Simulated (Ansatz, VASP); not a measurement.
Two plane-wave programs on Zn

The input INCAR:

```
PREC     = Accurate       # precision mode
ENCUT    = 520            # plane-wave cutoff, eV
EDIFF    = 1E-7           # SCF threshold, eV
ISMEAR   = 0              # smearing method
SIGMA    = 0.15           # smearing width, eV
LREAL    = False          # projectors in reciprocal space
LASPH    = True           # aspherical terms in the spheres
NELM     = 60             # most SCF steps
ALGO     = Fast           # electronic algorithm
ISIF     = 2              # what is computed and relaxed
LWAVE    = False          # write WAVECAR
LCHARG   = False          # write CHGCAR
GGA      = PS             # functional
NBANDS   = 19             # bands
```

Contents of KPOINTS:

```
regular mesh
0
Gamma
  24 24 10
```

POSCAR

```
Zn
1.0
    2.7447419948      0.0000000000      0.0000000000
   -1.3723709974      2.3770162943      0.0000000000
    0.0000000000      0.0000000000      4.8724995000
Zn
2
Direct
    0.3333333333      0.6666666667      0.2500000000
    0.6666666667      0.3333333333      0.7500000000
```

Input for Ansatz:

```yaml
crystal:
  lattice:
    - [2.7447419948, 0.0, 0.0]
    - [-1.3723709974, 2.3770162943, 0.0]
    - [0.0, 0.0, 4.8724995]
  atoms:
    - { symbol: Zn, position: [0.3333333333, 0.6666666667, 0.25] }
    - { symbol: Zn, position: [0.6666666667, 0.3333333333, 0.75] }
basis:
  ecutwfc: 420
kpoints:
  mp_grid: { grid: [24, 24, 10] }
hamiltonian:
  xc: pbesol
scf:
  occupations: { method: gaussian, width: 0.15 }
output:
  forces: true
  stress: true
  eigenvalues: true
```

Change from the starting cell: strain +0.030 along x and y, -0.015 along z, atoms carried along.

Alike in both runs: task single point; functional PBEsol; k mesh 24 × 24 × 10; occupations gaussian, width 0.15 eV; no spin polarisation.

|  | VASP | Ansatz |
| --- | --- | --- |
| version | VASP 6.6.1 | Ansatz 0.2.0 |
| potentials or method | VASP PAW PBE potentials, release 64 (Zn), cutoff 520 eV | scalar-relativistic, plane waves, PAW |
| valence electrons in the cell | 24 | 24 |

```csv
,VASP,Ansatz,Ansatz less VASP
gap on the k mesh at the Fermi level (eV),none,none,-
pressure (GPa),-7.8,-8.2,-0.38
"traceless stress, the component that is largest in VASP (GPa)",1.45,1.56,+0.103
```

VASP's potentials were made for PBE, not for PBEsol. A gap of «none» marks a metal or a gap that the smearing closes.
